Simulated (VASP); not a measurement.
# LiMg3H in VASP: single point with LDA

Aim: the single point of LiMg3H with LDA.

Everything below comes from runs of VASP 6.6.1. Logs are shortened: lines on timing, memory, paths and dates and some standing lists are left out, and cuts for length are marked.

### 1 The cell of the first run

The cell holds a slab with vacuum, 10 atoms: a = 4.866 Å, b = 4.866 Å, c = 23.219 Å, α = 90.00°, β = 90.00°, γ = 90.00°.

### 2 Single point, LDA

File INCAR:

```
SYSTEM = LiMg3H
PREC = Accurate ; ENCUT = 520
EDIFF = 1E-6 ; ISMEAR = 0
SIGMA = 0.1 ; LREAL = .FALSE.
LASPH = .TRUE. ; NELM = 60
ALGO = Normal ; ISIF = 2
LWAVE = .FALSE. ; LCHARG = .TRUE.
LDIPOL = .TRUE. ; IDIPOL = 3
DIPOL = 0.5 0.5 0.322 ; GGA = CA
LELF = .TRUE. ; LVHAR = .TRUE.
LVACPOTAV = .TRUE. ; NBANDS = 21
```

File KPOINTS:

```
regular mesh
0
G
  6 6 1
  0 0 0
```

File POSCAR:

```
LiMg3H
1.0
    4.8660176781      0.0000000000      0.0000000000
    0.0000000000      4.8660176781      0.0000000000
    0.0000000000      0.0000000000     23.2191483141
Mg Li H
6 2 2
Direct
    0.5000000000      0.0000000000      0.1722716073
    0.0000000000      0.5000000000      0.1722716073
    0.5000000000      0.5000000000      0.2463654985
    0.0000000000      0.5000000000      0.3211712586
    0.5000000000      0.0000000000      0.3211712586
    0.0000000000      0.0000000000      0.3956393742
    0.0000000000      0.0000000000      0.2463654985
    0.5000000000      0.5000000000      0.3970493745
    0.2500000000      0.6832102714      0.4715568446
    0.2500000000      0.8167897286      0.4715568446
```

Potentials or basis: VASP PAW LDA potentials, release 64 (Mg, Li_sv, H).

On the command line:

```sh
> cat potpaw_LDA.64/Mg/POTCAR potpaw_LDA.64/Li_sv/POTCAR potpaw_LDA.64/H/POTCAR > POTCAR
> mpirun -np 1 vasp_std > vasp.out
```

OUTCAR:

```text
SYSTEM = LiMg3H
   PREC = Accurate
   ENCUT = 520
   EDIFF = 1E-6
   ISMEAR = 0
   LREAL = .FALSE.
   LASPH = .TRUE.
   NELM = 60
   ISIF = 2
   GGA = CA

 ion  position               nearest neighbor table
   1  0.500  0.000  0.172-   3 2.98   7 2.98   3 2.98   7 2.98   2 3.44   2 3.44   2 3.44   2 3.44
                             5 3.46
   2  0.000  0.500  0.172-   3 2.98   7 2.98   7 2.98   3 2.98   1 3.44   1 3.44   1 3.44   1 3.44
                             4 3.46
   3  0.500  0.500  0.246-   1 2.98   2 2.98   1 2.98   2 2.98   4 2.99   5 2.99   5 2.99   4 2.99

   4  0.000  0.500  0.321-   6 2.98   6 2.98   7 2.99   3 2.99   7 2.99   3 2.99   8 3.00   8 3.00
                             5 3.44   5 3.44   5 3.44   5 3.44   2 3.46
   5  0.500  0.000  0.321-   6 2.98   6 2.98   7 2.99   3 2.99   3 2.99   7 2.99   8 3.00   8 3.00
                             4 3.44   4 3.44   4 3.44   4 3.44   1 3.46
   6  0.000  0.000  0.396-   4 2.98   5 2.98   4 2.98   5 2.98
   7  0.000  0.000  0.246-   1 2.98   2 2.98   2 2.98   1 2.98   4 2.99   4 2.99   5 2.99   5 2.99

   8  0.500  0.500  0.397-   4 3.00   5 3.00   5 3.00   4 3.00
   9  0.250  0.683  0.472-  10 0.65
  10  0.250  0.817  0.472-   9 0.65

  LATTYP: Found a simple tetragonal cell.
 ALAT       =     4.8660176781
 C/A-ratio  =     4.7716941964

  Lattice vectors:

 A1 = (   4.8660176781,   0.0000000000,   0.0000000000)
 A2 = (   0.0000000000,   4.8660176781,   0.0000000000)
 A3 = (   0.0000000000,   0.0000000000,  23.2191483141)

Analysis of symmetry for initial positions (statically):
=====================================================================
 Subroutine PRICEL returns:
 Original cell was already a primitive cell.

 Routine SETGRP: Setting up the symmetry group for a
 simple tetragonal supercell.

 Subroutine GETGRP returns: Found  1 space group operations
 (whereof  1 operations were pure point group operations)
 out of a pool of 16 trial point group operations.

The static configuration has the point symmetry C_1 .

Analysis of symmetry for dynamics (positions and initial velocities):
=====================================================================
 Subroutine PRICEL returns:
 Original cell was already a primitive cell.

 Routine SETGRP: Setting up the symmetry group for a
 simple tetragonal supercell.

 Subroutine GETGRP returns: Found  1 space group operations
 (whereof  1 operations were pure point group operations)
 out of a pool of 16 trial point group operations.

The dynamic configuration has the point symmetry C_1 .

 Subroutine INISYM returns: Found  1 space group operations
 (whereof  1 operations are pure point group operations),
 and found     1 'primitive' translations

----------------------------------------------------------------------------------------

                                     Primitive cell

  volume of cell :     549.7860

  direct lattice vectors                    reciprocal lattice vectors
     4.866017678  0.000000000  0.000000000     0.205506857  0.000000000  0.000000000
     0.000000000  4.866017678  0.000000000     0.000000000  0.205506857  0.000000000
     0.000000000  0.000000000 23.219148314     0.000000000  0.000000000  0.043067902

  length of vectors
     4.866017678  4.866017678 23.219148314     0.205506857  0.205506857  0.043067902

  position of ions in fractional coordinates (direct lattice)
     0.500000000  0.000000000  0.172271607
     0.000000000  0.500000000  0.172271607
     0.500000000  0.500000000  0.246365498
     0.000000000  0.500000000  0.321171259
     0.500000000  0.000000000  0.321171259
     0.000000000  0.000000000  0.395639374
     0.000000000  0.000000000  0.246365498
     0.500000000  0.500000000  0.397049374
     0.250000000  0.683210271  0.471556845
     0.250000000  0.816789729  0.471556845

  ion indices of the primitive-cell ions
   primitive index   ion index
                 1           1
                 2           2
                 3           3
                 4           4
                 5           5
                 6           6
                 7           7
                 8           8
                 9           9
                10          10

----------------------------------------------------------------------------------------

 KPOINTS: regular mesh

Automatic generation of k-mesh.
 Grid dimensions read from file:
 generate k-points for:    6    6    1

 Generating k-lattice:

  Cartesian coordinates                     Fractional coordinates (reciprocal lattice)
     0.034251143  0.000000000  0.000000000     0.166666667  0.000000000  0.000000000
     0.000000000  0.034251143  0.000000000     0.000000000  0.166666667  0.000000000
     0.000000000  0.000000000  0.043067902     0.000000000  0.000000000  1.000000000

  Length of vectors
     0.034251143  0.034251143  0.043067902

  Shift w.r.t. Gamma in fractional coordinates (k-lattice)
     0.000000000  0.000000000  0.000000000

 Subroutine IBZKPT returns following result:
 ===========================================

 Found     20 irreducible k-points:

 Following reciprocal coordinates:
            Coordinates               Weight
  0.000000  0.000000  0.000000      1.000000
  0.166667  0.000000  0.000000      2.000000
  0.000000  0.166667  0.000000      2.000000
  0.333333  0.000000  0.000000      2.000000
  0.000000  0.333333  0.000000      2.000000
  0.500000  0.000000  0.000000      1.000000
[... 12 lines left out ...]
 -0.333333  0.500000  0.000000      2.000000
  0.500000  0.500000  0.000000      1.000000
   k-points           NKPTS =     20   k-points in BZ     NKDIM =     20   number of bands    NBANDS=     21
   number of dos      NEDOS =    301   number of ions     NIONS =     10
   total plane-waves  NPLWV = 233280
   dimension x,y,z NGX =    36 NGY =   36 NGZ =  180
   dimension x,y,z NGXF=    72 NGYF=   72 NGZF=  360
   ions per type =               6   2   2
   NGX,Y,Z   is equivalent  to a cutoff of  12.30, 12.30, 12.89 a.u.
   NGXF,Y,Z  is equivalent  to a cutoff of  24.60, 24.60, 25.78 a.u.
 SYSTEM =  LiMg3H
   PREC   = accura    normal or accurate (medium, high low for compatibility)
   ISTART =      0    job   : 0-new  1-cont  2-samecut
   ICHARG =      2    charge: 1-file 2-atom 10-const
   ISPIN  =      1    spin polarized calculation?
   LNONCOLLINEAR =      F non collinear calculations
   LSORBIT =      F    spin-orbit coupling
   LASPH  =      T    aspherical Exc in radial PAW
   ENCUT  =  520.0 eV  38.22 Ry    6.18 a.u.   9.05  9.05 43.17*2*pi/ulx,y,z
   NELM   =     60;   NELMIN=  2; NELMDL= -5     # of ELM steps
   EDIFF  = 0.1E-05   stopping-criterion for ELM
   LREAL  =      F    real-space projection
   EDIFFG = 0.1E-04   stopping-criterion for IOM
   NSW    =      0    number of steps for IOM
   IBRION =     -1    ionic relax: 0-MD 1-quasi-New 2-CG
   NFREE  =      0    steps in history (QN), initial steepest desc. (CG)
   ISIF   =      2    stress and relaxation
   ISYM   =      2    0-nonsym 1-usesym 2-fastsym
   POTIM  = 0.5000    time-step for ionic-motion
   TEBEG  =    0.0;   TEEND  =   0.0 temperature during run
   PSTRESS=    0.0 pullay stress
   NELECT =      20.0000    total number of electrons
   NUPDOWN=      -1.0000    fix difference up-down
   EMIN   =  10.00;   EMAX   =-10.00  energy-range for DOS
   EFERMI =   0.00;   METHOD = LEGACY
   ISMEAR =     0;   SIGMA  =   0.10  broadening in eV -4-tet -1-fermi 0-gaus
   EFERMI_NEDOS =   21; number of points for ismear=-14 and -15
   IALGO  =     38    algorithm
   IMIX   =      4    mixing-type and parameters
     AMIX     =   0.40;   BMIX     =  1.00
     AMIX_MAG =   1.60;   BMIX_MAG =  1.00
  volume/ion in A,a.u.               =      54.98       371.01
  Fermi-wavevector in a.u.,A,eV,Ry     =   0.542442  1.025067  4.003429  0.294244
  Thomas-Fermi vector in A             =   1.570474
   LORBIT       =      0    0 simple, 1 ext, 2 COOP (PROOUT), +10 PAW based schemes
   GGA     = CA    functional components
   LHFCALC =     F    Hartree Fock is set to
   AEXX    =    0.0000 exact exchange contribution
   IVDW    =     0    specifies the selected vdW correction
   LEPSILON=     F    determine dielectric tensor
   LRPA    =     F    only Hartree local field effects (RPA)
 non-spin polarized calculation
 Gauss-broadening in eV      SIGMA  =   0.10
  energy-cutoff  :      520.00
  volume of cell :      549.79
 maximum number of plane-waves:     14834
   NGX = 19   NGY = 19   NGZ = 87

 dipolmoment           0.000000      0.000000      0.059640 electrons x Angstroem

 number of electron      20.0000000 magnetization

 dipolmoment           0.000000      0.000000     -0.072912 electrons x Angstroem

 Free energy of the ion-electron system (eV)
  ---------------------------------------------------
  ext. energy  EPLUGINS =         0.00000000
  ---------------------------------------------------
  free energy    TOTEN  =       -19.13675972 eV

  energy without entropy =      -19.11233043  energy(sigma->0) =      -19.12454507

 E-fermi :  -1.2930     XC(G=0):  -3.5771

 val. band max:       -1.3166239610   @ k =  -0.1667   0.3333   0.0000
 cond. band min:      -1.2924719928   @ k =   0.0000   0.0000   0.0000
 fundamental gap:      0.0241519683
 Fermi energy:        -1.2929868095

 k-point     1 :       0.0000    0.0000    0.0000
  band No.  band energies     occupation
      1     -47.5973      2.00000
      2     -46.7265      2.00000
      3     -10.4261      2.00000
      4      -7.3377      2.00000
      5      -5.8348      2.00000
      6      -3.4794      2.00000
[... 13 lines left out ...]
     20       1.7813      0.00000
     21       2.0979      0.00000

 k-point     2 :       0.1667    0.0000    0.0000
  band No.  band energies     occupation
      1     -47.5973      2.00000
      2     -46.7265      2.00000
      3     -10.4144      2.00000
      4      -7.1765      2.00000
      5      -5.6786      2.00000
      6      -3.5092      2.00000
[... 13 lines left out ...]
     20       2.0944      0.00000
     21       2.1624      0.00000

 k-point     3 :       0.0000    0.1667    0.0000
  band No.  band energies     occupation
      1     -47.5973      2.00000
      2     -46.7265      2.00000
      3     -10.4116      2.00000
      4      -7.1766      2.00000
      5      -5.6794      2.00000
      6      -3.5152      2.00000
[... 13 lines left out ...]
     20       2.1042      0.00000
     21       2.1517      0.00000

 k-point     4 :       0.3333    0.0000    0.0000
  band No.  band energies     occupation
      1     -47.5973      2.00000
      2     -46.7265      2.00000
      3     -10.3905      2.00000
      4      -6.7004      2.00000
      5      -5.2779      2.00000
      6      -4.5839      2.00000
[... 13 lines left out ...]
     20       2.2053      0.00000
     21       2.4315      0.00000

 k-point     5 :       0.0000    0.3333    0.0000
  band No.  band energies     occupation
      1     -47.5973      2.00000
      2     -46.7265      2.00000
      3     -10.3821      2.00000
      4      -6.7008      2.00000
      5      -5.2824      2.00000
      6      -4.5857      2.00000
[... 13 lines left out ...]
     20       2.1933      0.00000
     21       2.4168      0.00000
[... 286 lines left out ...]
     20       2.7383      0.00000
     21       3.0669      0.00000

 k-point    18 :       0.5000    0.3333    0.0000
  band No.  band energies     occupation
      1     -47.5973      2.00000
      2     -46.7265      2.00000
      3     -10.3405      2.00000
      4      -5.4084      2.00000
      5      -5.0996      2.00000
      6      -3.9299      2.00000
[... 13 lines left out ...]
     20       2.5449      0.00000
     21       3.3860      0.00000

 k-point    19 :      -0.3333    0.5000    0.0000
  band No.  band energies     occupation
      1     -47.5973      2.00000
      2     -46.7265      2.00000
      3     -10.3377      2.00000
      4      -5.4076      2.00000
      5      -5.1030      2.00000
      6      -3.9381      2.00000
[... 13 lines left out ...]
     20       2.4907      0.00000
     21       3.4083      0.00000

 k-point    20 :       0.5000    0.5000    0.0000
  band No.  band energies     occupation
      1     -47.5973      2.00000
      2     -46.7265      2.00000
      3     -10.3277      2.00000
      4      -4.6316      2.00000
      5      -4.6142      2.00000
      6      -4.4964      2.00000
[... 13 lines left out ...]
     20       2.8028      0.00000
     21       3.0672      0.00000

------------------------ aborting loop because EDIFF is reached ----------------------------------------

  FORCE on cell =-STRESS in cart. coord.  units (eV):
  Direction    XX          YY          ZZ          XY          YZ          ZX
  --------------------------------------------------------------------------------------
  -------------------------------------------------------------------------------------
  Total       -2.5841086      1.3126543      0.0189796     -0.2561190     -0.2877851      0.2027476
  in kB       -7.5305672      3.8253157      0.0553101     -0.7463779     -0.8386587      0.5908439
  external PRESSURE =      -1.2166471 kB  Pullay stress =       0.0000000 kB

 VOLUME and BASIS-vectors are now :
 -----------------------------------------------------------------------------
  energy-cutoff  :      520.00
  volume of cell :      549.79
      direct lattice vectors                 reciprocal lattice vectors
     4.866017678  0.000000000  0.000000000     0.205506857  0.000000000  0.000000000
     0.000000000  4.866017678  0.000000000     0.000000000  0.205506857  0.000000000
     0.000000000  0.000000000 23.219148314     0.000000000  0.000000000  0.043067902

 POSITION                                       TOTAL-FORCE (eV/Angst)
 -----------------------------------------------------------------------------------
      2.43301      0.00000      4.00000         0.003966     -0.015196      0.100581
      0.00000      2.43301      4.00000        -0.000165      0.011525      0.093290
      2.43301      2.43301      5.72040         0.004243     -0.002436     -0.021748
      0.00000      2.43301      7.45732         0.010128      0.039002      0.018004
      2.43301      0.00000      7.45732        -0.021766     -0.023944      0.013926
      0.00000      0.00000      9.18641        -0.150029      0.163253     -0.299980
      0.00000      0.00000      5.72040        -0.000269      0.004843     -0.139461
      2.43301      2.43301      9.21915         0.031875     -0.022955     -0.093961
      1.21650      3.32451     10.94915        -0.120283     -6.046116      0.173066
      1.21650      3.97451     10.94915         0.242300      5.892024      0.156283
 -----------------------------------------------------------------------------------
    total drift:                                0.000039     -0.000035      0.000637

  FREE ENERGIE OF THE ION-ELECTRON SYSTEM (eV)
  ---------------------------------------------------
  free  energy   TOTEN  =       -19.1367597196 eV

  energy  without entropy=      -19.1123304290  energy(sigma->0) =      -19.12454507

 vacuum level on the upper side and lower side of the slab         1.546         2.103
```

It took 6 min on 1 thread of Intel Xeon Platinum 8488C (Sapphire Rapids), shared host; peak memory 0.53 GiB.

Results:

```yaml
Free_energy: -19.1368 eV
Largest_force: 6.050 eV/Å
Band_gap_on_the_k_mesh: zero (band 10 reaches -0.51 eV, above the bottom of band 11 at -2.43 eV)
```

Forces in eV/Å, atoms in the order of the input:
```
Mg   0.004 -0.015  0.101
Mg   0.000  0.012  0.093
Mg   0.004 -0.002 -0.022
Mg   0.010  0.039  0.018
Mg  -0.022 -0.024  0.014
Mg  -0.150  0.163 -0.300
Li   0.000  0.005 -0.139
Li   0.032 -0.023 -0.094
H   -0.120 -6.046  0.173
H    0.242  5.892  0.156
```

Levels at points of the mesh, in eV from the Fermi level:
| k point | band 7 | band 8 | band 9 | band 10 | band 11 | band 12 |
| --- | --- | --- | --- | --- | --- | --- |
| (0.00, 0.00, 0.00) | -0.63 | -0.63 | 0.00 | 0.11 | 0.81 | 0.82 |
| (0.50, 0.00, 0.00) | -2.91 | -1.01 | -0.57 | 0.78 | 0.84 | 0.87 |
| (0.00, 0.50, 0.00) | -2.91 | -1.09 | -0.57 | 0.66 | 0.80 | 0.87 |
| (0.50, 0.50, 0.00) | -2.77 | -1.80 | -1.68 | -1.30 | -1.14 | 0.18 |

Caveat: the cutoff is under 1.25 times the usual one of these potentials, so pressure, stress and relaxed cells hold a basis-set (Pulay) error.
